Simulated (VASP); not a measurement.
Here is a VASP 6.6.1 calculation.

File INCAR:

```
SYSTEM = SiF
  PREC = Accurate
  ENCUT = 520
  EDIFF = 1E-6
  ISMEAR = -1
  SIGMA = 0.05
  LREAL = .False.
  LASPH = .True.
  NELM = 100
  ALGO = Normal
  ISIF = 2
  LWAVE = .False.
  LCHARG = .False.
  GGA = PE
  NBANDS = 12
```

The input KPOINTS:

```
Automatic mesh
0
Gamma
  9 9 9
  0 0 0
```

The input POSCAR:

```
SiF
1.0
    3.0286000000      0.0000000000      0.0000000000
    0.0000000000      3.0286000000      0.0000000000
    0.0000000000      0.0000000000      3.0286000000
Si F
1 1
Direct
    0.5000000000      0.5000000000      0.5000000000
    0.0000000000      0.0000000000      0.0000000000
```

Potentials or basis: VASP PAW PBE potentials, release 64 (Si, F).

Run with:

```sh
$ cat potpaw_PBE.64/Si/POTCAR potpaw_PBE.64/F/POTCAR > POTCAR
$ mpirun -np 1 vasp_std > vasp.out
```

(1) Predict the pressure.

Answers

(1) 0.0 GPa.

Caveat: an odd number of electrons without spin polarisation forces a metal; a magnetic or distorted state may lie lower.
